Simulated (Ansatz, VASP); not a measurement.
One calculation of NaI, two programs

POSCAR

```
NaI
1.0
    0.0000000000      3.4645328099      3.6751714920
    3.4645328099      0.0000000000      3.6751714920
    3.4645328099      3.4645328099      0.0000000000
Na I
1 1
Direct
    0.0000000000      0.0000000000      0.0000000000
    0.2500000000      0.2500000000      0.2500000000
```

Contents of INCAR.step1:

```
  PREC = Accurate
  ENCUT = 550
  ISMEAR = 0
  SIGMA = 0.01
  LREAL = F
  LASPH = T
  NELM = 120
  NBANDS = 14
  GGA = PE
  ALGO = Normal
  EDIFF = 1E-5
  LWAVE = T
  LCHARG = F
  GGA_COMPAT = F
```

File INCAR.step2:

```
  PREC = Accurate
  ENCUT = 550
  EDIFF = 1E-6
  ISMEAR = 0
  SIGMA = 0.01
  LREAL = F
  LASPH = T
  NELM = 120
  ALGO = Normal
  ISIF = 2
  LWAVE = F
  LCHARG = F
  METAGGA = R2SCAN
  LMIXTAU = T
  NBANDS = 14
  ISTART = 1
  GGA_COMPAT = F
```

File KPOINTS:

```
Automatic mesh
0
Gamma
  6 6 6
```

Input for Ansatz:

```yaml
crystal:
  lattice:
    - [0.0, 3.4645328099, 3.675171492]
    - [3.4645328099, 0.0, 3.675171492]
    - [3.4645328099, 3.4645328099, 0.0]
  atoms:
    - { symbol: Na, position: [0.0, 0.0, 0.0] }
    - { symbol: I, position: [0.25, 0.25, 0.25] }
kpoints:
  mp_grid: { grid: [6, 6, 6] }
  band_path:
    path:
      - [0.0, 0.0, 0.0]
      - [-0.5, -0.5, 0.0]
      - [-0.375, -0.375, 0.25]
      - [-0.375, 0.0, 0.375]
      - [0.0, 0.0, 0.5]
      - [-0.5, -0.25, 0.25]
    npoints: 1
hamiltonian:
  xc: r2scan
scf:
  occupations: { method: fixed }
  n_extra_bands: 4
output:
  forces: true
  stress: true
  eigenvalues: true
```

Change from the starting cell: epitaxial_xy strain -2.2%.

Alike in both runs: task single point; functional r2SCAN; k mesh 6 × 6 × 6; no spin polarisation.

|  | VASP | Ansatz |
| --- | --- | --- |
| version | VASP 6.6.1 | Ansatz 0.2.0 |
| potentials or method | VASP PAW PBE potentials, release 64 (Na_pv, I) | plane waves, PAW |
| plane-wave cutoff (eV) | 550 | 500 |
| occupations | gaussian, width 0.01 eV | fixed |
| valence electrons in the cell | 14 | 26 |

```tsv
	VASP	Ansatz	Ansatz less VASP
gap on the k mesh at the Fermi level (eV)	4.40	4.40	-0.005
pressure (GPa)	0.0	0.1	+0.06
traceless stress, the component that is largest in VASP (GPa)	-0.09	-0.08	+0.013
```

VASP's potentials were made for PBE, not for r2SCAN. VASP's potentials hold 14 valence electrons a cell and Ansatz's 26, so a difference there can come from the potentials and not from the codes.

Neither program's run includes spin-orbit coupling.
